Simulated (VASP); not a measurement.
Here is a VASP 6.6.1 calculation.

File INCAR:

```
SYSTEM = Al2Cu
PREC     = Accurate       ! precision mode
ENCUT    = 520            ! plane-wave cutoff, eV
EDIFF    = 1E-6           ! SCF threshold, eV
ISMEAR   = -1             ! smearing method
SIGMA    = 0.05           ! smearing width, eV
LREAL    = .False.        ! projectors in reciprocal space
LASPH    = .True.         ! aspherical terms in the spheres
NELM     = 60             ! most SCF steps
ALGO     = Normal         ! electronic algorithm
ISIF     = 2              ! what is computed and relaxed
LWAVE    = .False.        ! write WAVECAR
LCHARG   = .False.        ! write CHGCAR
GGA      = PS             ! functional
NBANDS   = 16             ! bands
```

Contents of KPOINTS:

```
Automatic mesh
0
Gamma
  9 9 9
  0 0 0
```

Contents of POSCAR:

```
Al2Cu
1.0
   -2.0570555311      2.0570555311      2.8886126973
    2.0570555311     -2.0570555311      2.8886126973
    2.0570555311      2.0570555311     -2.8886126973
Cu Al
1 2
Direct
    0.5000000000      0.5000000000      0.0000000000
    0.2500000000      0.7500000000      0.5000000000
    0.7500000000      0.2500000000      0.5000000000
```

Potentials or basis: VASP PAW PBE potentials, release 64 (Cu, Al).

Launch:

```bash
$ cat potpaw_PBE.64/Cu/POTCAR potpaw_PBE.64/Al/POTCAR > POTCAR
$ mpirun -np 1 vasp_std > vasp.out
```

**Question.** Predict the band gap on the k mesh.

**Answer.** Zero (an odd number of electrons rules out a gap without spin polarisation).

**Question.** Predict the pressure.

**Answer.** -3.7 GPa.

Stress tensor (GPa, compression positive):
```
-3.73  0.00  0.00
 0.00 -3.73  0.00
 0.00  0.00 -3.57
```

Caveat: the cell stands under tension; the PAW data sets were made with another functional, which shifts forces and pressure a little.
